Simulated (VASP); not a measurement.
# NaI (Fm-3m) in VASP: further runs, part 2 of 2

VASP 6.6.1. The steps go on from the part before.

**3. Single point, PBE (Cl replaced by I, lengths x 1.083, strained)**

INCAR

```
SYSTEM = NaI
PREC     = Accurate       ! precision mode
ENCUT    = 500            ! plane-wave cutoff, eV
EDIFF    = 1E-6           ! SCF threshold, eV
ISMEAR   = 0              ! smearing method
SIGMA    = 0.02           ! smearing width, eV
LREAL    = .False.        ! projectors in reciprocal space
LASPH    = .True.         ! aspherical terms in the spheres
NELM     = 120            ! most SCF steps
ALGO     = Normal         ! electronic algorithm
ISIF     = 2              ! what is computed and relaxed
LWAVE    = .False.        ! write WAVECAR
LCHARG   = .True.         ! write CHGCAR
GGA      = PE             ! functional
LELF     = .True.         ! ELF
LVHAR    = .True.       
NBANDS   = 14             ! bands
GGA_COMPAT= .False.
```

KPOINTS

```
regular mesh
0
Gamma
  6 6 6
  0 0 0
```

POSCAR

```
NaI
1.0
    0.0000000000      3.0276540364      3.0276540364
    3.0276540364      0.0000000000      3.0276540364
    3.0276540364      3.0276540364      0.0000000000
Na I
1 1
Direct
    0.0000000000      0.0000000000      0.0000000000
    0.5000000000      0.5000000000      0.5000000000
```

Potentials or basis: VASP PAW PBE potentials, release 64 (Na_pv, I).

Command:

```sh
> cat potpaw_PBE.64/Na_pv/POTCAR potpaw_PBE.64/I/POTCAR > POTCAR
> mpirun -np 1 vasp_std > vasp.out
```

OUTCAR:

```text
SYSTEM = NaI
   PREC = Accurate
   ENCUT = 500
   EDIFF = 1E-6
   ISMEAR = 0
   LREAL = .False.
   LASPH = .True.
   NELM = 120
   ISIF = 2
   GGA = PE

 ion  position               nearest neighbor table
   1  0.000  0.000  0.000-   2 3.03   2 3.03   2 3.03   2 3.03   2 3.03   2 3.03
   2  0.500  0.500  0.500-   1 3.03   1 3.03   1 3.03   1 3.03   1 3.03   1 3.03

  LATTYP: Found a face centered cubic cell.
 ALAT       =     6.0553080728

  Lattice vectors:

 A1 = (   0.0000000000,   3.0276540364,   3.0276540364)
 A2 = (   3.0276540364,   0.0000000000,   3.0276540364)
 A3 = (   3.0276540364,   3.0276540364,   0.0000000000)

Analysis of symmetry for initial positions (statically):
=====================================================================
 Subroutine PRICEL returns:
 Original cell was already a primitive cell.

 Routine SETGRP: Setting up the symmetry group for a
 face centered cubic supercell.

 Subroutine GETGRP returns: Found 48 space group operations
 (whereof 48 operations were pure point group operations)
 out of a pool of 48 trial point group operations.

The static configuration has the point symmetry O_h .

Analysis of symmetry for dynamics (positions and initial velocities):
=====================================================================
 Subroutine PRICEL returns:
 Original cell was already a primitive cell.

 Routine SETGRP: Setting up the symmetry group for a
 face centered cubic supercell.

 Subroutine GETGRP returns: Found 48 space group operations
 (whereof 48 operations were pure point group operations)
 out of a pool of 48 trial point group operations.

The dynamic configuration has the point symmetry O_h .

 Subroutine INISYM returns: Found 48 space group operations
 (whereof 48 operations are pure point group operations),
 and found     1 'primitive' translations

----------------------------------------------------------------------------------------

                                     Primitive cell

  volume of cell :      55.5071

  direct lattice vectors                    reciprocal lattice vectors
     0.000000000  3.027654036  3.027654036    -0.165144364  0.165144364  0.165144364
     3.027654036  0.000000000  3.027654036     0.165144364 -0.165144364  0.165144364
     3.027654036  3.027654036  0.000000000     0.165144364  0.165144364 -0.165144364

  length of vectors
     4.281749400  4.281749400  4.281749400     0.286038429  0.286038429  0.286038429

  position of ions in fractional coordinates (direct lattice)
     0.000000000  0.000000000  0.000000000
     0.500000000  0.500000000  0.500000000

  ion indices of the primitive-cell ions
   primitive index   ion index
                 1           1
                 2           2

----------------------------------------------------------------------------------------

 KPOINTS: regular mesh

Automatic generation of k-mesh.
 Grid dimensions read from file:
 generate k-points for:    6    6    6

 Generating k-lattice:

  Cartesian coordinates                     Fractional coordinates (reciprocal lattice)
    -0.027524061  0.027524061  0.027524061     0.166666667  0.000000000  0.000000000
     0.027524061 -0.027524061  0.027524061     0.000000000  0.166666667  0.000000000
[... 32 lines left out ...]
   number of dos      NEDOS =    301   number of ions     NIONS =      2
   total plane-waves  NPLWV =  32768
   dimension x,y,z NGX =    32 NGY =   32 NGZ =   32
   dimension x,y,z NGXF=    64 NGYF=   64 NGZF=   64
   ions per type =               1   1
   NGX,Y,Z   is equivalent  to a cutoff of  12.42, 12.42, 12.42 a.u.
   NGXF,Y,Z  is equivalent  to a cutoff of  24.85, 24.85, 24.85 a.u.
 SYSTEM =  NaI
   PREC   = accura    normal or accurate (medium, high low for compatibility)
   ISTART =      0    job   : 0-new  1-cont  2-samecut
   ICHARG =      2    charge: 1-file 2-atom 10-const
   ISPIN  =      1    spin polarized calculation?
   LNONCOLLINEAR =      F non collinear calculations
   LSORBIT =      F    spin-orbit coupling
   LASPH  =      T    aspherical Exc in radial PAW
   ENCUT  =  500.0 eV  36.75 Ry    6.06 a.u.   7.81  7.81  7.81*2*pi/ulx,y,z
   NELM   =    120;   NELMIN=  2; NELMDL= -5     # of ELM steps
   EDIFF  = 0.1E-05   stopping-criterion for ELM
   LREAL  =      F    real-space projection
   EDIFFG = 0.1E-04   stopping-criterion for IOM
   NSW    =      0    number of steps for IOM
   IBRION =     -1    ionic relax: 0-MD 1-quasi-New 2-CG
   NFREE  =      0    steps in history (QN), initial steepest desc. (CG)
   ISIF   =      2    stress and relaxation
   ISYM   =      2    0-nonsym 1-usesym 2-fastsym
   POTIM  = 0.5000    time-step for ionic-motion
   TEBEG  =    0.0;   TEEND  =   0.0 temperature during run
   PSTRESS=    0.0 pullay stress
   NELECT =      14.0000    total number of electrons
   NUPDOWN=      -1.0000    fix difference up-down
   EMIN   =  10.00;   EMAX   =-10.00  energy-range for DOS
   EFERMI =   0.00;   METHOD = LEGACY
   ISMEAR =     0;   SIGMA  =   0.02  broadening in eV -4-tet -1-fermi 0-gaus
   EFERMI_NEDOS =   21; number of points for ismear=-14 and -15
   IALGO  =     38    algorithm
   IMIX   =      4    mixing-type and parameters
     AMIX     =   0.40;   BMIX     =  1.00
     AMIX_MAG =   1.60;   BMIX_MAG =  1.00
  volume/ion in A,a.u.               =      27.75       187.29
  Fermi-wavevector in a.u.,A,eV,Ry     =   1.034351  1.954640 14.556628  1.069882
  Thomas-Fermi vector in A             =   2.168642
   LORBIT       =      0    0 simple, 1 ext, 2 COOP (PROOUT), +10 PAW based schemes
   GGA     = PE    functional components
   LHFCALC =     F    Hartree Fock is set to
   AEXX    =    0.0000 exact exchange contribution
   IVDW    =     0    specifies the selected vdW correction
   LEPSILON=     F    determine dielectric tensor
   LRPA    =     F    only Hartree local field effects (RPA)
 non-spin polarized calculation
 Gauss-broadening in eV      SIGMA  =   0.02
  energy-cutoff  :      500.00
  volume of cell :       55.51
 maximum number of plane-waves:      1420
   NGX = 15   NGY = 15   NGZ = 15

 number of electron      13.9999994 magnetization

 Free energy of the ion-electron system (eV)
  ---------------------------------------------------
  ext. energy  EPLUGINS =         0.00000000
  ---------------------------------------------------
  free energy    TOTEN  =        -5.17803566 eV

  energy without entropy =       -5.17803566  energy(sigma->0) =       -5.17803566

 E-fermi :   2.5060     XC(G=0):  -8.5397

 val. band max:        2.3972598919   @ k =   0.0000   0.0000   0.0000
 cond. band min:       6.6780393443   @ k =   0.0000   0.0000   0.0000
 fundamental gap:      4.2807794524
 Fermi energy:         2.5060350226

 k-point     1 :       0.0000    0.0000    0.0000
  band No.  band energies     occupation
      1     -19.9189      2.00000
      2     -19.9189      2.00000
      3     -19.9189      2.00000
      4      -9.2541      2.00000
      5       2.3973      2.00000
      6       2.3973      2.00000
      7       2.3973      2.00000
      8       6.6780      0.00000
      9      10.2655      0.00000
     10      10.2655      0.00000
     11      10.2655      0.00000
     12      12.4476      0.00000
     13      12.4476      0.00000
     14      12.8814      0.00000
[... 241 lines left out ...]
      1     -19.9279      2.00000
      2     -19.9248      2.00000
      3     -19.9237      2.00000
      4      -8.5476      2.00000
      5       0.0497      2.00000
      6       0.8140      2.00000
      7       1.1233      2.00000
      8       8.0814      0.00000
      9       8.7628      0.00000
     10      11.5655      0.00000
     11      11.6507      0.00000
     12      15.2306      0.00000
     13      15.9225      0.00000
     14      16.2224      0.00000

------------------------ aborting loop because EDIFF is reached ----------------------------------------

  FORCE on cell =-STRESS in cart. coord.  units (eV):
  Direction    XX          YY          ZZ          XY          YZ          ZX
  --------------------------------------------------------------------------------------
  -------------------------------------------------------------------------------------
  Total        2.0338053      2.0338053      2.0338053      0.0000000      0.0000000      0.0000000
  in kB       58.7044765     58.7044765     58.7044765      0.0000000      0.0000000      0.0000000
  external PRESSURE =      58.7044765 kB  Pullay stress =       0.0000000 kB

 VOLUME and BASIS-vectors are now :
 -----------------------------------------------------------------------------
  energy-cutoff  :      500.00
  volume of cell :       55.51
      direct lattice vectors                 reciprocal lattice vectors
     0.000000000  3.027654036  3.027654036    -0.165144364  0.165144364  0.165144364
     3.027654036  0.000000000  3.027654036     0.165144364 -0.165144364  0.165144364
     3.027654036  3.027654036  0.000000000     0.165144364  0.165144364 -0.165144364

 POSITION                                       TOTAL-FORCE (eV/Angst)
 -----------------------------------------------------------------------------------
      0.00000      0.00000      0.00000         0.000000      0.000000     -0.000000
      3.02765      3.02765      3.02765        -0.000000     -0.000000      0.000000
 -----------------------------------------------------------------------------------
    total drift:                                0.000000     -0.000000     -0.000000

  FREE ENERGIE OF THE ION-ELECTRON SYSTEM (eV)
  ---------------------------------------------------
  free  energy   TOTEN  =        -5.1780356590 eV

  energy  without entropy=       -5.1780356590  energy(sigma->0) =       -5.17803566
```

Wall time 12 s (1 thread of Intel Xeon Platinum 8488C (Sapphire Rapids), shared host); peak memory 0.17 GiB.

What came out:

* Free energy: -5.1780 eV
* Pressure: 5.9 GPa
* Band gap on the k mesh: 4.28 eV

Levels at points of the mesh, in eV from the valence-band top:
```tsv
k point	band 5	band 6	band 7	band 8	band 9	band 10
(0.00, 0.00, 0.00)	0.00	0.00	0.00	4.28	7.87	7.87
(0.50, 0.00, 0.00)	-3.00	-0.43	-0.43	5.11	7.58	7.58
(0.50, 0.50, 0.00)	-2.65	-1.06	-1.06	4.61	5.10	11.23
```

Caveat: the cell differs from its parent crystal (Cl replaced by I, lengths x 1.083, strained); the cell stands under pressure; spin-orbit coupling is left out, which moves the levels of the heavy elements. A k mesh can miss the band edges.
